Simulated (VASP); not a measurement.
Runs of VASP 6.6.1 on Ir. The structure is that of space group Fm-3m (No. 225), or close to it. The cells are those of the table. 

| cell | gap on the mesh (eV) | pressure (GPa) |
| --- | --- | --- |
| a = 2.596 Å, angles 60.0°, 1 atom | none | 87.3 |
| a = 2.635 Å, angles 60.0°, 1 atom | none | 57.5 |
| a = 2.709 Å, angles 60.0°, 1 atom | none | 15.4 |
| a = 2.813 Å, angles 60.0°, 1 atom | none | (b) |
| a = 2.745 Å, angles 60.0°, 1 atom | none | (a) |
| a = 2.779 Å, angles 60.0°, 1 atom | none | -10.8 |
| a = 2.672 Å, angles 60.0°, 1 atom | none | 34.0 |

Alike in all rows: task single point; level revPBE; potentials or basis VASP PAW PBE potentials, release 64 (Ir); no spin polarisation; k mesh 12 × 12 × 12; cutoff (eV) 520; smearing fermi-dirac 0.15 eV.

Question: Estimate the missing entries.

Answer: (a) 0.7; (b) -19.8.

Caveats: the PAW data sets were made with another functional, which shifts forces and pressure a little; spin-orbit coupling is left out, which moves the levels of the heavy elements.

A k mesh can miss the band edges, and the runs leave out spin-orbit coupling on Ir.

A gap of «none» marks levels without a gap at the run's occupations.
